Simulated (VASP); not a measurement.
# Pd (Fm-3m) in VASP: a series of runs, part 2 of 2

VASP 6.6.1. The steps go on from the part before.

### Step 5. Single point, PBEsol

This run uses another cell than the first one, of 14.53 Å³/atom, 1.115 times its volume.

INCAR reads:

```
PREC = Accurate
ENCUT = 520
EDIFF = 1E-6
ISMEAR = -1
SIGMA = 0.05
LREAL = False
LASPH = True
NELM = 60
ALGO = Normal
ISIF = 2
LWAVE = False
LCHARG = False
GGA = PS
NBANDS = 11
```

KPOINTS reads:

```
Automatic mesh
0
Gamma
  12 12 12
```

POSCAR reads:

```
Pd
1.0
    0.0000000000      1.9368939127      1.9368939127
    1.9368939127      0.0000000000      1.9368939127
    1.9368939127      1.9368939127      0.0000000000
Pd
1
Direct
    0.0000000000      0.0000000000      0.0000000000
```

Potentials or basis: VASP PAW PBE potentials, release 64 (Pd).

Run with:

```console
$ cat potpaw_PBE.64/Pd/POTCAR > POTCAR
$ mpirun -np 1 vasp_std > vasp.out
```

OUTCAR:

```text
PREC = Accurate
   ENCUT = 520
   EDIFF = 1E-6
   ISMEAR = -1
   LREAL = False
   LASPH = True
   NELM = 60
   ISIF = 2
   GGA = PS

 ion  position               nearest neighbor table
   1  0.000  0.000  0.000-

  LATTYP: Found a face centered cubic cell.
 ALAT       =     3.8737878254

  Lattice vectors:

 A1 = (   0.0000000000,   1.9368939127,   1.9368939127)
 A2 = (   1.9368939127,   0.0000000000,   1.9368939127)
 A3 = (   1.9368939127,   1.9368939127,   0.0000000000)

Analysis of symmetry for initial positions (statically):
[... 33 lines left out ...]
                                     Primitive cell

  volume of cell :      14.5327

  direct lattice vectors                    reciprocal lattice vectors
     0.000000000  1.936893913  1.936893913    -0.258145269  0.258145269  0.258145269
     1.936893913  0.000000000  1.936893913     0.258145269 -0.258145269  0.258145269
     1.936893913  1.936893913  0.000000000     0.258145269  0.258145269 -0.258145269

  length of vectors
     2.739181640  2.739181640  2.739181640     0.447120722  0.447120722  0.447120722

  position of ions in fractional coordinates (direct lattice)
     0.000000000  0.000000000  0.000000000

  ion indices of the primitive-cell ions
   primitive index   ion index
                 1           1

----------------------------------------------------------------------------------------

 KPOINTS: Automatic mesh

Automatic generation of k-mesh.
 Grid dimensions read from file:
 generate k-points for:   12   12   12

 Generating k-lattice:

  Cartesian coordinates                     Fractional coordinates (reciprocal lattice)
[... 70 lines left out ...]
   PSTRESS=    0.0 pullay stress
   NELECT =      10.0000    total number of electrons
   NUPDOWN=      -1.0000    fix difference up-down
   EMIN   =  10.00;   EMAX   =-10.00  energy-range for DOS
   EFERMI =   0.00;   METHOD = LEGACY
   ISMEAR =    -1;   SIGMA  =   0.05  broadening in eV -4-tet -1-fermi 0-gaus
   EFERMI_NEDOS =   21; number of points for ismear=-14 and -15
   IALGO  =     38    algorithm
   IMIX   =      4    mixing-type and parameters
     AMIX     =   0.40;   BMIX     =  1.00
     AMIX_MAG =   1.60;   BMIX_MAG =  1.00
  volume/ion in A,a.u.               =      14.53        98.07
  Fermi-wavevector in a.u.,A,eV,Ry     =   1.445303  2.731227 28.421233  2.088902
  Thomas-Fermi vector in A             =   2.563500
   LORBIT       =      0    0 simple, 1 ext, 2 COOP (PROOUT), +10 PAW based schemes
   GGA     = PS    functional components
   LHFCALC =     F    Hartree Fock is set to
   AEXX    =    0.0000 exact exchange contribution
   IVDW    =     0    specifies the selected vdW correction
   LEPSILON=     F    determine dielectric tensor
   LRPA    =     F    only Hartree local field effects (RPA)
 non-spin polarized calculation
  energy-cutoff  :      520.00
  volume of cell :       14.53
 maximum number of plane-waves:       399
   NGX = 11   NGY = 11   NGZ = 11

 number of electron      10.0000002 magnetization

 Free energy of the ion-electron system (eV)
  ---------------------------------------------------
  ext. energy  EPLUGINS =         0.00000000
  ---------------------------------------------------
  free energy    TOTEN  =        -5.97536284 eV

  energy without entropy =       -5.95618499  energy(sigma->0) =       -5.96577392

 E-fermi :   9.8411     XC(G=0): -13.4754

 val. band max:        9.8402938599   @ k =   0.5000   0.0000   0.0000
 cond. band min:       9.8420044655   @ k =   0.5000   0.4167   0.0833
 fundamental gap:      0.0017106056
 Fermi energy:         9.8410942177

 k-point     1 :       0.0000    0.0000    0.0000
  band No.  band energies     occupation
      1       2.5171      2.00000
      2       6.9363      2.00000
      3       6.9363      2.00000
      4       6.9363      2.00000
      5       8.6089      2.00000
      6       8.6089      2.00000
      7      27.0066      0.00000
      8      31.8631      0.00000
      9      31.8631      0.00000
     10      31.8631      0.00000
     11      35.8748      0.00000
[... 309 lines left out ...]
 k-point    24 :      -0.4167    0.1667    0.0000
  band No.  band energies     occupation
      1       5.0303      2.00000
      2       6.4487      2.00000
      3       7.4455      2.00000
      4       7.8521      2.00000
      5       9.6052      1.98227
      6      13.4613      0.00000
      7      17.5062      0.00000
      8      25.7444      0.00000
      9      28.7677      0.00000
     10      29.8430      0.00000
     11      35.9546      0.00000

 [... further k-points ...]
[... 5 lines left out ...]
  --------------------------------------------------------------------------------------
  -------------------------------------------------------------------------------------
  Total       -0.0308403     -0.0308403     -0.0308403     -0.0000000     -0.0000000      0.0000000
  in kB       -3.4000225     -3.4000225     -3.4000225     -0.0000000     -0.0000000      0.0000000
  external PRESSURE =      -3.4000225 kB  Pullay stress =       0.0000000 kB

 VOLUME and BASIS-vectors are now :
 -----------------------------------------------------------------------------
  energy-cutoff  :      520.00
  volume of cell :       14.53
      direct lattice vectors                 reciprocal lattice vectors
     0.000000000  1.936893913  1.936893913    -0.258145269  0.258145269  0.258145269
     1.936893913  0.000000000  1.936893913     0.258145269 -0.258145269  0.258145269
     1.936893913  1.936893913  0.000000000     0.258145269  0.258145269 -0.258145269

 POSITION                                       TOTAL-FORCE (eV/Angst)
 -----------------------------------------------------------------------------------
      0.00000      0.00000      0.00000         0.000000      0.000000     -0.000000
 -----------------------------------------------------------------------------------
    total drift:                                0.000000      0.000000      0.000000

  FREE ENERGIE OF THE ION-ELECTRON SYSTEM (eV)
  ---------------------------------------------------
  free  energy   TOTEN  =        -5.9753628395 eV

  energy  without entropy=       -5.9561849945  energy(sigma->0) =       -5.96577392
```

Run time: 13 s. Hardware: 1 thread of Intel Xeon 8259CL, shared host; peak memory 0.13 GiB.

Results:

```
Free energy            : -5.9754 eV
Pressure               : -0.3 GPa
Band gap on the k mesh : zero (band 5 reaches 10.16 eV, above the bottom of band 6 at 8.54 eV)
```

Caveat: the PAW data sets were made with another functional, which shifts forces and pressure a little.

### Step 6. The runs side by side

| cell | gap on the mesh (eV) | pressure (GPa) |
| --- | --- | --- |
| a = 2.642 Å, angles 60.0°, 1 atom | none | 29.5 |
| a = 2.700 Å, angles 60.0°, 1 atom | none | 9.6 |
| a = 2.668 Å, angles 60.0°, 1 atom | none | 19.5 |
| a = 2.739 Å, angles 60.0°, 1 atom | none | -0.3 |

Alike in all rows: task single point; level PBEsol; potentials or basis VASP PAW PBE potentials, release 64 (Pd); no spin polarisation; k mesh 12 × 12 × 12; cutoff (eV) 520; smearing fermi-dirac 0.05 eV.

Caveats: the PAW data sets were made with another functional, which shifts forces and pressure a little.

Absolute energies hang on the potentials; compare differences alone.
